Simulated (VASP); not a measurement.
# Ga: single point with PBEsol

Ga:

```
CELL_PARAMETERS angstrom
1.40568 -4.09252 0.00000
1.40568 4.09252 0.00000
-0.11938 0.00000 3.38453
ATOMIC_POSITIONS crystal
Ga 0.86900 0.13100 0.25000
Ga 0.13100 0.86900 0.75000
```

This cell differs from its parent crystal: volume scaled by 1.05.

```json
{"Program": "VASP 6.6.1", "Task": "single point", "Functional": "PBEsol", "Potentials or basis": "VASP PAW PBE potentials, release 64 (Ga_d)", "Cutoff": "520 eV", "k mesh": "14 × 14 × 11", "Occupations": "fermi-dirac, width 0.03 eV", "Spin": "no spin polarisation"}
```

```yaml
Pressure: -4.1 GPa
Largest_force: 0.157 eV/Å
Band_gap_on_the_k_mesh: zero (band 13 reaches 8.93 eV, above the bottom of band 14 at 1.25 eV)
```

Forces in eV/Å, atoms in the order of the input:
```
Ga   0.000  0.157  0.000
Ga   0.000 -0.157  0.000
```

Stress tensor (GPa, compression positive):
```
-4.08  0.00 -0.05
 0.00 -4.05  0.00
-0.05  0.00 -4.12
```

Levels at points of the mesh, in eV from the Fermi level:
| k point | band 11 | band 12 | band 13 | band 14 | band 15 | band 16 |
| --- | --- | --- | --- | --- | --- | --- |
| (0.00, 0.00, 0.00) | -10.86 | -1.95 | -1.76 | 1.62 | 5.35 | 9.33 |
| (0.50, 0.00, 0.00) | -5.94 | -4.82 | -1.24 | -0.09 | 5.55 | 6.30 |
| (0.50, 0.50, 0.00) | -8.81 | -8.33 | 3.89 | 4.44 | 5.54 | 5.77 |

Run time: 8.8 min on 1 thread of Oxide Virtual Turin-like Processor, with other jobs on the host, peak memory 0.43 GiB.

Caveat: the PAW data sets were made with another functional, which shifts forces and pressure a little.
